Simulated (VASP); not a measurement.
# NaH (Fm-3m) in VASP: notebook, part 2 of 3

VASP 6.6.1. Earlier steps stand in the parts before.

### 4 Single point, PBE (volume changed by +5%)

INCAR

```
ALGO = Normal
EDIFF = 1E-6
ENCUT = 500
GGA = PE
GGA_COMPAT = F
ISIF = 2
ISMEAR = 0
LASPH = T
LCHARG = F
LREAL = F
LWAVE = F
NBANDS = 11
NELM = 120
PREC = Accurate
SIGMA = 0.01
```

KPOINTS

```
k-points
0
Gamma
  6 6 6
```

POSCAR

```
NaH
1.0
    0.0000000000      2.4368231201      2.4368231201
    2.4368231201      0.0000000000      2.4368231201
    2.4368231201      2.4368231201      0.0000000000
Na H
1 1
Direct
    0.0000000000      0.0000000000      0.0000000000
    0.5000000000      0.5000000000      0.5000000000
```

Potentials or basis: VASP PAW PBE potentials, release 64 (Na_pv, H).

On the command line:

```console
$ cat potpaw_PBE.64/Na_pv/POTCAR potpaw_PBE.64/H/POTCAR > POTCAR
$ mpirun -np 1 vasp_std > vasp.out
```

OUTCAR:

```text
EDIFF = 1E-6
   ENCUT = 500
   GGA = PE
   ISIF = 2
   ISMEAR = 0
   LASPH = T
   LREAL = F
   NELM = 120
   PREC = Accurate

 ion  position               nearest neighbor table
   1  0.000  0.000  0.000-
   2  0.500  0.500  0.500-

  LATTYP: Found a face centered cubic cell.
 ALAT       =     4.8736462402

  Lattice vectors:

 A1 = (   0.0000000000,   2.4368231201,   2.4368231201)
 A2 = (   2.4368231201,   0.0000000000,   2.4368231201)
 A3 = (   2.4368231201,   2.4368231201,   0.0000000000)

Analysis of symmetry for initial positions (statically):
=====================================================================
 Subroutine PRICEL returns:
 Original cell was already a primitive cell.

 Routine SETGRP: Setting up the symmetry group for a
 face centered cubic supercell.

 Subroutine GETGRP returns: Found 48 space group operations
 (whereof 48 operations were pure point group operations)
 out of a pool of 48 trial point group operations.

The static configuration has the point symmetry O_h .

Analysis of symmetry for dynamics (positions and initial velocities):
=====================================================================
 Subroutine PRICEL returns:
 Original cell was already a primitive cell.

 Routine SETGRP: Setting up the symmetry group for a
 face centered cubic supercell.

 Subroutine GETGRP returns: Found 48 space group operations
 (whereof 48 operations were pure point group operations)
 out of a pool of 48 trial point group operations.

The dynamic configuration has the point symmetry O_h .

 Subroutine INISYM returns: Found 48 space group operations
 (whereof 48 operations are pure point group operations),
 and found     1 'primitive' translations

----------------------------------------------------------------------------------------

                                     Primitive cell

  volume of cell :      28.9402

  direct lattice vectors                    reciprocal lattice vectors
     0.000000000  2.436823120  2.436823120    -0.205185184  0.205185184  0.205185184
     2.436823120  0.000000000  2.436823120     0.205185184 -0.205185184  0.205185184
     2.436823120  2.436823120  0.000000000     0.205185184  0.205185184 -0.205185184

  length of vectors
     3.446188306  3.446188306  3.446188306     0.355391163  0.355391163  0.355391163

  position of ions in fractional coordinates (direct lattice)
     0.000000000  0.000000000  0.000000000
     0.500000000  0.500000000  0.500000000

  ion indices of the primitive-cell ions
   primitive index   ion index
                 1           1
                 2           2

----------------------------------------------------------------------------------------

 KPOINTS: k-points

Automatic generation of k-mesh.
 Grid dimensions read from file:
 generate k-points for:    6    6    6

 Generating k-lattice:

  Cartesian coordinates                     Fractional coordinates (reciprocal lattice)
    -0.034197531  0.034197531  0.034197531     0.166666667  0.000000000  0.000000000
     0.034197531 -0.034197531  0.034197531     0.000000000  0.166666667  0.000000000
     0.034197531  0.034197531 -0.034197531     0.000000000  0.000000000  0.166666667

  Length of vectors
     0.059231861  0.059231861  0.059231861

  Shift w.r.t. Gamma in fractional coordinates (k-lattice)
     0.000000000  0.000000000  0.000000000

 Subroutine IBZKPT returns following result:
 ===========================================

 Found     16 irreducible k-points:

 Following reciprocal coordinates:
            Coordinates               Weight
  0.000000  0.000000  0.000000      1.000000
  0.166667  0.000000  0.000000      8.000000
  0.333333  0.000000  0.000000      8.000000
  0.500000  0.000000  0.000000      4.000000
  0.166667  0.166667  0.000000      6.000000
  0.333333  0.166667  0.000000     24.000000
[... 8 lines left out ...]
 -0.333333  0.333333  0.166667     24.000000
 -0.333333  0.500000  0.166667     12.000000
   k-points           NKPTS =     16   k-points in BZ     NKDIM =     16   number of bands    NBANDS=     11
   number of dos      NEDOS =    301   number of ions     NIONS =      2
   total plane-waves  NPLWV =  21952
   dimension x,y,z NGX =    28 NGY =   28 NGZ =   28
   dimension x,y,z NGXF=    56 NGYF=   56 NGZF=   56
   ions per type =               1   1
   NGX,Y,Z   is equivalent  to a cutoff of  13.51, 13.51, 13.51 a.u.
   NGXF,Y,Z  is equivalent  to a cutoff of  27.01, 27.01, 27.01 a.u.
 SYSTEM =  unknown system
   PREC   = accura    normal or accurate (medium, high low for compatibility)
   ISTART =      0    job   : 0-new  1-cont  2-samecut
   ICHARG =      2    charge: 1-file 2-atom 10-const
   ISPIN  =      1    spin polarized calculation?
   LNONCOLLINEAR =      F non collinear calculations
   LSORBIT =      F    spin-orbit coupling
   LASPH  =      T    aspherical Exc in radial PAW
   ENCUT  =  500.0 eV  36.75 Ry    6.06 a.u.   6.28  6.28  6.28*2*pi/ulx,y,z
   NELM   =    120;   NELMIN=  2; NELMDL= -5     # of ELM steps
   EDIFF  = 0.1E-05   stopping-criterion for ELM
   LREAL  =      F    real-space projection
   EDIFFG = 0.1E-04   stopping-criterion for IOM
   NSW    =      0    number of steps for IOM
   IBRION =     -1    ionic relax: 0-MD 1-quasi-New 2-CG
   NFREE  =      0    steps in history (QN), initial steepest desc. (CG)
   ISIF   =      2    stress and relaxation
   ISYM   =      2    0-nonsym 1-usesym 2-fastsym
   POTIM  = 0.5000    time-step for ionic-motion
   TEBEG  =    0.0;   TEEND  =   0.0 temperature during run
   PSTRESS=    0.0 pullay stress
   NELECT =       8.0000    total number of electrons
   NUPDOWN=      -1.0000    fix difference up-down
   EMIN   =  10.00;   EMAX   =-10.00  energy-range for DOS
   EFERMI =   0.00;   METHOD = LEGACY
   ISMEAR =     0;   SIGMA  =   0.01  broadening in eV -4-tet -1-fermi 0-gaus
   EFERMI_NEDOS =   21; number of points for ismear=-14 and -15
   IALGO  =     38    algorithm
   IMIX   =      4    mixing-type and parameters
     AMIX     =   0.40;   BMIX     =  1.00
     AMIX_MAG =   1.60;   BMIX_MAG =  1.00
  volume/ion in A,a.u.               =      14.47        97.65
  Fermi-wavevector in a.u.,A,eV,Ry     =   1.066443  2.015284 15.473904  1.137300
  Thomas-Fermi vector in A             =   2.202027
   LORBIT       =      0    0 simple, 1 ext, 2 COOP (PROOUT), +10 PAW based schemes
   GGA     = PE    functional components
   LHFCALC =     F    Hartree Fock is set to
   AEXX    =    0.0000 exact exchange contribution
   IVDW    =     0    specifies the selected vdW correction
   LEPSILON=     F    determine dielectric tensor
   LRPA    =     F    only Hartree local field effects (RPA)
 non-spin polarized calculation
 Gauss-broadening in eV      SIGMA  =   0.01
  energy-cutoff  :      500.00
  volume of cell :       28.94
 maximum number of plane-waves:       754
 NGX is ok and might be reduce to    28
   NGX = 13   NGY = 13   NGZ = 13

 number of electron       8.0000007 magnetization

 Free energy of the ion-electron system (eV)
  ---------------------------------------------------
  ext. energy  EPLUGINS =         0.00000000
  ---------------------------------------------------
  free energy    TOTEN  =        -5.08627853 eV

  energy without entropy =       -5.08627853  energy(sigma->0) =       -5.08627853

 E-fermi :  -1.1847     XC(G=0):  -7.6854

 val. band max:       -1.2374642681   @ k =  -0.3333   0.5000   0.1667
 cond. band min:       2.5248779753   @ k =   0.5000   0.0000   0.0000
 fundamental gap:      3.7623422434
 Fermi energy:        -1.1846523298

 k-point     1 :       0.0000    0.0000    0.0000
  band No.  band energies     occupation
      1     -23.3407      2.00000
      2     -23.3407      2.00000
      3     -23.3407      2.00000
      4      -4.7396      2.00000
      5       9.0039      0.00000
      6      14.2206      0.00000
      7      14.2206      0.00000
      8      14.2206      0.00000
      9      15.0178      0.00000
     10      15.0178      0.00000
     11      15.0178      0.00000
[... 197 lines left out ...]
 k-point    16 :      -0.3333    0.5000    0.1667
  band No.  band energies     occupation
      1     -23.4054      2.00000
      2     -23.3818      2.00000
      3     -23.3713      2.00000
      4      -1.2375      2.00000
      5       4.0041      0.00000
      6       5.8564      0.00000
      7       7.3631      0.00000
      8      13.5786      0.00000
      9      13.5961      0.00000
     10      19.2207      0.00000
     11      19.4684      0.00000

------------------------ aborting loop because EDIFF is reached ----------------------------------------

  FORCE on cell =-STRESS in cart. coord.  units (eV):
  Direction    XX          YY          ZZ          XY          YZ          ZX
  --------------------------------------------------------------------------------------
  -------------------------------------------------------------------------------------
  Total       -0.1160206     -0.1160206     -0.1160206      0.0000000     -0.0000000      0.0000000
  in kB       -6.4230875     -6.4230875     -6.4230875      0.0000000     -0.0000000      0.0000000
  external PRESSURE =      -6.4230875 kB  Pullay stress =       0.0000000 kB

 VOLUME and BASIS-vectors are now :
 -----------------------------------------------------------------------------
  energy-cutoff  :      500.00
  volume of cell :       28.94
      direct lattice vectors                 reciprocal lattice vectors
     0.000000000  2.436823120  2.436823120    -0.205185184  0.205185184  0.205185184
     2.436823120  0.000000000  2.436823120     0.205185184 -0.205185184  0.205185184
     2.436823120  2.436823120  0.000000000     0.205185184  0.205185184 -0.205185184

 POSITION                                       TOTAL-FORCE (eV/Angst)
 -----------------------------------------------------------------------------------
      0.00000      0.00000      0.00000         0.000000      0.000000      0.000000
      2.43682      2.43682      2.43682        -0.000000     -0.000000     -0.000000
 -----------------------------------------------------------------------------------
    total drift:                               -0.000000     -0.000000     -0.000000

  FREE ENERGIE OF THE ION-ELECTRON SYSTEM (eV)
  ---------------------------------------------------
  free  energy   TOTEN  =        -5.0862785290 eV

  energy  without entropy=       -5.0862785290  energy(sigma->0) =       -5.08627853
```

OSZICAR:

```text
N       E                     dE             d eps       ncg     rms          rms(c)
DAV:   1     0.370206295288E+02    0.37021E+02   -0.43050E+03   355   0.713E+02
DAV:   2    -0.418315293175E+01   -0.41204E+02   -0.40605E+02   370   0.192E+02
DAV:   3    -0.550324839290E+01   -0.13201E+01   -0.13192E+01   425   0.326E+01
DAV:   4    -0.551144045159E+01   -0.81921E-02   -0.81914E-02   425   0.260E+00
DAV:   5    -0.551152297719E+01   -0.82526E-04   -0.82525E-04   403   0.266E-01    0.317E+00
DAV:   6    -0.517215447390E+01    0.33937E+00   -0.34326E-01   402   0.272E+00    0.146E+00
DAV:   7    -0.508146113441E+01    0.90693E-01   -0.33211E-01   391   0.210E+00    0.354E-01
DAV:   8    -0.508636993553E+01   -0.49088E-02   -0.10192E-02   382   0.937E-01    0.686E-02
DAV:   9    -0.508628941051E+01    0.80525E-04   -0.12035E-03   417   0.355E-01    0.229E-02
DAV:  10    -0.508627543314E+01    0.13977E-04   -0.63560E-05   416   0.498E-02    0.440E-03
DAV:  11    -0.508627878030E+01   -0.33472E-05   -0.64195E-06   387   0.113E-02    0.313E-03
DAV:  12    -0.508627852904E+01    0.25127E-06   -0.22373E-07   227   0.321E-03
   1 F= -.50862785E+01 E0= -.50862785E+01  d E =-.241680E-15
```

stdout:

```text
POSCAR found type information on POSCAR NaH
 POSCAR found :  2 types and       2 ions
 scaLAPACK will be used
 LDA part: xc-table for (Slater+PW92), standard interpolation
 POSCAR, INCAR and KPOINTS ok, starting setup
 FFT: planning ... GRIDC
 FFT: planning ... GRID_SOFT
 FFT: planning ... GRID
 WAVECAR not read
 entering main loop
```

It took 8 s on 1 thread of Intel Xeon 8259CL, shared host; peak memory 0.14 GiB.

Results:

```yaml
Free_energy: -5.0863 eV
Pressure: -0.6 GPa
Band_gap_on_the_k_mesh: 3.76 eV, indirect (least direct gap 4.56 eV)
```

 A k mesh can miss the band edges.

(Part 2 of 3 ends here.)
